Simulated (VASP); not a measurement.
# CO2 (I-42d) in VASP: further runs

CO2 is run at these levels: PBE; tasks: single point.

All numbers are computed with VASP 6.6.1; they aren't measurements. Logs are shortened: lines on timing, memory, paths and dates and some standing lists are left out, and cuts for length are marked.

## (1) The cell of the first run

Symmetry: I-42d, No. 122, tetragonal system. Conventional cell: a = 3.910 Å, b = 3.910 Å, c = 5.935 Å, α = 90.00°, β = 90.00°, γ = 90.00°. C (site symmetry -4) has 4 O at 1.39 Å within 1.9 Å. Within 1.9 Å of O (site symmetry 2) lie 2 C at 1.39 Å.

## (2) Single point, PBE

INCAR

```
SYSTEM = CO2
PREC     = Accurate       ! precision mode
ENCUT    = 520            ! plane-wave cutoff, eV
EDIFF    = 1E-6           ! SCF threshold, eV
ISMEAR   = 0              ! smearing method
SIGMA    = 0.01           ! smearing width, eV
LREAL    = .False.        ! projectors in reciprocal space
LASPH    = .True.         ! aspherical terms in the spheres
NELM     = 60             ! most SCF steps
ALGO     = Normal         ! electronic algorithm
ISIF     = 2              ! what is computed and relaxed
LWAVE    = .False.        ! write WAVECAR
LCHARG   = .True.         ! write CHGCAR
GGA      = PE             ! functional
LELF     = .True.         ! ELF
LVHAR    = .True.       
NBANDS   = 25             ! bands
```

KPOINTS

```
regular mesh
0
Gamma
  8 8 8
  0 0 0
```

POSCAR

```
CO2
1.0
   -1.9548127153      1.9548127153      2.9673315043
    1.9548127153     -1.9548127153      2.9673315043
    1.9548127153      1.9548127153     -2.9673315043
C O
2 4
Direct
    0.0000000000      0.0000000000      0.0000000000
    0.7500000000      0.2500000000      0.5000000000
    0.3750000000      0.2923507872      0.4173507872
    0.7076492128      0.1250000000      0.0826492128
    0.8750000000      0.9576492128      0.5826492128
    0.0423507872      0.6250000000      0.9173507872
```

Potentials or basis: VASP PAW PBE potentials, release 64 (C, O).

Command:

```
$ cat potpaw_PBE.64/C/POTCAR potpaw_PBE.64/O/POTCAR > POTCAR
$ mpirun -np 1 vasp_std > vasp.out
```

OUTCAR:

```text
SYSTEM = CO2
   PREC = Accurate
   ENCUT = 520
   EDIFF = 1E-6
   ISMEAR = 0
   LREAL = .False.
   LASPH = .True.
   NELM = 60
   ISIF = 2
   GGA = PE

 ion  position               nearest neighbor table
   1  0.000  0.000  0.000-   3 1.39   4 1.39   5 1.39   6 1.39
   2  0.750  0.250  0.500-   3 1.39   4 1.39   5 1.39   6 1.39
   3  0.375  0.292  0.417-   1 1.39   2 1.39
   4  0.708  0.125  0.083-   1 1.39   2 1.39
   5  0.875  0.958  0.583-   1 1.39   2 1.39
   6  0.042  0.625  0.917-   1 1.39   2 1.39

  LATTYP: Found a body centered tetragonal cell.
 ALAT       =     3.9096254306
 C/A-ratio  =     1.5179620437

  Lattice vectors:

 A1 = (  -1.9548127153,   1.9548127153,   2.9673315043)
 A2 = (   1.9548127153,  -1.9548127153,   2.9673315043)
 A3 = (   1.9548127153,   1.9548127153,  -2.9673315043)

Analysis of symmetry for initial positions (statically):
=====================================================================
 Subroutine PRICEL returns:
 Original cell was already a primitive cell.

 Routine SETGRP: Setting up the symmetry group for a
 body centered tetragonal supercell.

 Subroutine GETGRP returns: Found  8 space group operations
 (whereof  4 operations were pure point group operations)
 out of a pool of 16 trial point group operations.

The static configuration has the point symmetry S_4 .
 The point group associated with its full space group is D_2d.

Analysis of symmetry for dynamics (positions and initial velocities):
=====================================================================
 Subroutine PRICEL returns:
 Original cell was already a primitive cell.

 Routine SETGRP: Setting up the symmetry group for a
 body centered tetragonal supercell.

 Subroutine GETGRP returns: Found  8 space group operations
 (whereof  4 operations were pure point group operations)
 out of a pool of 16 trial point group operations.

The dynamic configuration has the point symmetry S_4 .
 The point group associated with its full space group is D_2d.

 Subroutine INISYM returns: Found  8 space group operations
 (whereof  4 operations are pure point group operations),
 and found     1 'primitive' translations

----------------------------------------------------------------------------------------

                                     Primitive cell

  volume of cell :      45.3562

  direct lattice vectors                    reciprocal lattice vectors
    -1.954812715  1.954812715  2.967331504     0.000000000  0.255778979  0.168501564
     1.954812715 -1.954812715  2.967331504     0.255778979  0.000000000  0.168501564
     1.954812715  1.954812715 -2.967331504     0.255778979  0.255778979  0.000000000

  length of vectors
     4.055569228  4.055569228  4.055569228     0.306293427  0.306293427  0.361726101

  position of ions in fractional coordinates (direct lattice)
     0.000000000  0.000000000  0.000000000
     0.750000000  0.250000000  0.500000000
     0.375000000  0.292350787  0.417350787
     0.707649213  0.125000000  0.082649213
     0.875000000  0.957649213  0.582649213
     0.042350787  0.625000000  0.917350787

  ion indices of the primitive-cell ions
   primitive index   ion index
                 1           1
                 2           2
                 3           3
                 4           4
                 5           5
                 6           6

----------------------------------------------------------------------------------------

 KPOINTS: regular mesh

Automatic generation of k-mesh.
 Grid dimensions read from file:
 generate k-points for:    8    8    8

 Generating k-lattice:

  Cartesian coordinates                     Fractional coordinates (reciprocal lattice)
     0.000000000  0.031972372  0.021062696     0.125000000 -0.000000000  0.000000000
     0.031972372  0.000000000  0.021062696    -0.000000000  0.125000000  0.000000000
     0.031972372  0.031972372  0.000000000     0.000000000  0.000000000  0.125000000

  Length of vectors
     0.038286678  0.038286678  0.045215763

  Shift w.r.t. Gamma in fractional coordinates (k-lattice)
     0.000000000  0.000000000  0.000000000

 Subroutine IBZKPT returns following result:
 ===========================================

 Found     59 irreducible k-points:

 Following reciprocal coordinates:
            Coordinates               Weight
  0.000000  0.000000  0.000000      1.000000
  0.125000  0.000000 -0.000000      8.000000
  0.250000  0.000000 -0.000000      8.000000
  0.375000  0.000000 -0.000000      8.000000
  0.500000  0.000000 -0.000000      4.000000
  0.125000  0.125000 -0.000000      8.000000
[... 16 lines left out ...]
  0.250000  0.125000  0.125000     16.000000
  0.375000  0.125000  0.125000      8.000000
 [... further k-points ...]
   k-points           NKPTS =     59   k-points in BZ     NKDIM =     59   number of bands    NBANDS=     25
   number of dos      NEDOS =    301   number of ions     NIONS =      6
   total plane-waves  NPLWV =  27000
   dimension x,y,z NGX =    30 NGY =   30 NGZ =   30
   dimension x,y,z NGXF=    60 NGYF=   60 NGZF=   60
   ions per type =               2   4
   NGX,Y,Z   is equivalent  to a cutoff of  12.30, 12.30, 12.30 a.u.
   NGXF,Y,Z  is equivalent  to a cutoff of  24.60, 24.60, 24.60 a.u.
 SYSTEM =  CO2
   PREC   = accura    normal or accurate (medium, high low for compatibility)
   ISTART =      0    job   : 0-new  1-cont  2-samecut
   ICHARG =      2    charge: 1-file 2-atom 10-const
   ISPIN  =      1    spin polarized calculation?
   LNONCOLLINEAR =      F non collinear calculations
   LSORBIT =      F    spin-orbit coupling
   LASPH  =      T    aspherical Exc in radial PAW
   ENCUT  =  520.0 eV  38.22 Ry    6.18 a.u.   7.54  7.54  7.54*2*pi/ulx,y,z
   NELM   =     60;   NELMIN=  2; NELMDL= -5     # of ELM steps
   EDIFF  = 0.1E-05   stopping-criterion for ELM
   LREAL  =      F    real-space projection
   EDIFFG = 0.1E-04   stopping-criterion for IOM
   NSW    =      0    number of steps for IOM
   IBRION =     -1    ionic relax: 0-MD 1-quasi-New 2-CG
   NFREE  =      0    steps in history (QN), initial steepest desc. (CG)
   ISIF   =      2    stress and relaxation
   ISYM   =      2    0-nonsym 1-usesym 2-fastsym
   POTIM  = 0.5000    time-step for ionic-motion
   TEBEG  =    0.0;   TEEND  =   0.0 temperature during run
   PSTRESS=    0.0 pullay stress
   NELECT =      32.0000    total number of electrons
   NUPDOWN=      -1.0000    fix difference up-down
   EMIN   =  10.00;   EMAX   =-10.00  energy-range for DOS
   EFERMI =   0.00;   METHOD = LEGACY
   ISMEAR =     0;   SIGMA  =   0.01  broadening in eV -4-tet -1-fermi 0-gaus
   EFERMI_NEDOS =   21; number of points for ismear=-14 and -15
   IALGO  =     38    algorithm
   IMIX   =      4    mixing-type and parameters
     AMIX     =   0.40;   BMIX     =  1.00
     AMIX_MAG =   1.60;   BMIX_MAG =  1.00
  volume/ion in A,a.u.               =       7.56        51.01
  Fermi-wavevector in a.u.,A,eV,Ry     =   1.457402  2.754090 28.899055  2.124021
  Thomas-Fermi vector in A             =   2.574208
   LORBIT       =      0    0 simple, 1 ext, 2 COOP (PROOUT), +10 PAW based schemes
   GGA     = PE    functional components
   LHFCALC =     F    Hartree Fock is set to
   AEXX    =    0.0000 exact exchange contribution
   IVDW    =     0    specifies the selected vdW correction
   LEPSILON=     F    determine dielectric tensor
   LRPA    =     F    only Hartree local field effects (RPA)
 non-spin polarized calculation
 Gauss-broadening in eV      SIGMA  =   0.01
  energy-cutoff  :      520.00
  volume of cell :       45.36
 maximum number of plane-waves:      1234
   NGX = 15   NGY = 15   NGZ = 15

 number of electron      31.9999977 magnetization

 Free energy of the ion-electron system (eV)
  ---------------------------------------------------
  ext. energy  EPLUGINS =         0.00000000
  ---------------------------------------------------
  free energy    TOTEN  =       -43.37950748 eV

  energy without entropy =      -43.37950748  energy(sigma->0) =      -43.37950748

 E-fermi :   2.6270     XC(G=0): -11.2638

 val. band max:        2.5170301320   @ k =   0.5000   0.0000  -0.0000
 cond. band min:      10.2524276139   @ k =   0.0000   0.0000   0.0000
 fundamental gap:      7.7353974819
 Fermi energy:         2.6269741847

 k-point     1 :       0.0000    0.0000    0.0000
  band No.  band energies     occupation
      1     -21.7792      2.00000
      2     -16.5545      2.00000
      3     -16.5545      2.00000
      4     -15.8595      2.00000
      5     -12.1851      2.00000
      6      -7.3083      2.00000
[... 17 lines left out ...]
     24      17.8796      0.00000
     25      17.8796      0.00000

 k-point     2 :       0.1250    0.0000   -0.0000
  band No.  band energies     occupation
      1     -21.6752      2.00000
      2     -16.7963      2.00000
      3     -16.5827      2.00000
      4     -16.0014      2.00000
      5     -11.8538      2.00000
      6      -7.2917      2.00000
[... 17 lines left out ...]
     24      17.8059      0.00000
     25      18.0075      0.00000

 k-point     3 :       0.2500    0.0000   -0.0000
  band No.  band energies     occupation
      1     -21.3824      2.00000
      2     -17.4844      2.00000
      3     -16.6396      2.00000
      4     -16.1608      2.00000
      5     -11.1855      2.00000
      6      -7.2729      2.00000
[... 552 lines left out ...]
 k-point    23 :       0.2500    0.1250    0.1250
  band No.  band energies     occupation
      1     -20.7173      2.00000
      2     -18.5821      2.00000
      3     -16.7528      2.00000
      4     -16.3575      2.00000
      5     -10.2141      2.00000
      6      -7.9041      2.00000
[... 17 lines left out ...]
     24      17.2899      0.00000
     25      17.8674      0.00000

 k-point    24 :       0.3750    0.1250    0.1250
  band No.  band energies     occupation
      1     -20.4726      2.00000
      2     -18.9138      2.00000
      3     -16.7679      2.00000
      4     -16.4091      2.00000
      5      -9.9864      2.00000
      6      -7.9089      2.00000
[... 17 lines left out ...]
     24      17.0948      0.00000
     25      17.9881      0.00000

 [... further k-points ...]

------------------------ aborting loop because EDIFF is reached ----------------------------------------

  FORCE on cell =-STRESS in cart. coord.  units (eV):
  Direction    XX          YY          ZZ          XY          YZ          ZX
  --------------------------------------------------------------------------------------
  -------------------------------------------------------------------------------------
  Total        2.6653789      2.6653789      2.4684511      0.0000000      0.0000000      0.0000000
  in kB       94.1527845     94.1527845     87.1964372      0.0000000      0.0000000      0.0000000
  external PRESSURE =      91.8340021 kB  Pullay stress =       0.0000000 kB

 VOLUME and BASIS-vectors are now :
 -----------------------------------------------------------------------------
  energy-cutoff  :      520.00
  volume of cell :       45.36
      direct lattice vectors                 reciprocal lattice vectors
    -1.954812715  1.954812715  2.967331504     0.000000000  0.255778979  0.168501564
     1.954812715 -1.954812715  2.967331504     0.255778979  0.000000000  0.168501564
     1.954812715  1.954812715 -2.967331504     0.255778979  0.255778979  0.000000000

 POSITION                                       TOTAL-FORCE (eV/Angst)
 -----------------------------------------------------------------------------------
      0.00000      0.00000      0.00000         0.000000      0.000000     -0.000000
      0.00000      1.95481      1.48367         0.000000      0.000000      0.000000
      0.65428      0.97741      0.74183         0.341460      0.000000     -0.000000
     -0.97741      1.30053      2.22550         0.000000     -0.341460     -0.000000
      1.30053      0.97741      3.70916        -0.341460      0.000000     -0.000000
      2.93222      0.65428     -0.74183         0.000000      0.341460     -0.000000
 -----------------------------------------------------------------------------------
    total drift:                                0.000002      0.000002      0.000003

  FREE ENERGIE OF THE ION-ELECTRON SYSTEM (eV)
  ---------------------------------------------------
  free  energy   TOTEN  =       -43.3795074796 eV

  energy  without entropy=      -43.3795074796  energy(sigma->0) =      -43.37950748
```

It took 42 s on 1 thread of AMD EPYC 9R45 (Zen 5), shared host; peak memory 0.16 GiB.

What came out:

* Free energy: -43.3795 eV
* Pressure: 9.2 GPa
* Largest force: 0.341 eV/Å
* Band gap on the k mesh: 7.74 eV, indirect (least direct gap 8.17 eV)

Forces on the atoms (eV/Å):
```
C    0.000  0.000  0.000
C    0.000  0.000  0.000
O    0.341  0.000  0.000
O    0.000 -0.341  0.000
O   -0.341  0.000  0.000
O    0.000  0.341  0.000
```

Levels at points of the mesh, in eV from the valence-band top:
```
           k point  band 12  band 13  band 14  band 15  band 16  band 17  band 18  band 19  band 20  band 21
(0.00, 0.00, 0.00)    -1.27    -1.27    -0.88    -0.88    -0.43     7.74     9.49     9.49     9.58    12.44
(0.50, 0.00, 0.00)    -2.31    -1.73    -1.43    -0.43     0.00     8.43     9.71     9.91    10.51    12.60
(0.50, 0.50, 0.00)    -2.71    -0.66    -0.66    -0.54    -0.54     9.14     9.14    10.12    10.12    11.85
(0.50, 0.50, 0.50)    -3.13    -2.89    -2.89    -0.03    -0.03     9.03     9.03    10.95    10.95    11.60
```

A k mesh can miss the band edges. PBE gaps usually lie below the measured ones, often by a third to a half.

[end of part 1 of 2]
